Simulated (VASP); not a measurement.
A run of VASP 6.6.1:

The input INCAR:

```
ALGO = Normal
EDIFF = 1E-6
ENCUT = 520
GGA = PS
ISIF = 2
ISMEAR = 1
LASPH = T
LCHARG = T
LELF = T
LREAL = F
LVHAR = T
LWAVE = F
NBANDS = 18
NELM = 80
PREC = Accurate
SIGMA = 0.02
```

KPOINTS

```
k-points
0
Gamma
  9 9 6
```

File POSCAR:

```
YSc
1.0
    3.5892063907      0.0000000000      0.0000000000
   -1.7946031953      3.1083437286      0.0000000000
    0.0000000000      0.0000000000      5.5101059675
Y Sc
1 1
Direct
    0.0000000000      0.0000000000      0.0000000000
    0.3333333333      0.6666666667      0.5000000000
```

Potentials or basis: VASP PAW PBE potentials, release 64 (Y_sv, Sc_sv).

Command:

```console
$ cat potpaw_PBE.64/Y_sv/POTCAR potpaw_PBE.64/Sc_sv/POTCAR > POTCAR
$ mpirun -np 1 vasp_std > vasp.out
```

Hardware: 1 thread of Intel Xeon 8259CL (shared host).

Q: How long does it take, and how much memory?

A: Wall time 84 s on 1 thread of Intel Xeon 8259CL, with other jobs on the host, peak memory 0.22 GiB. Counts: scf iterations 14, k points 48.
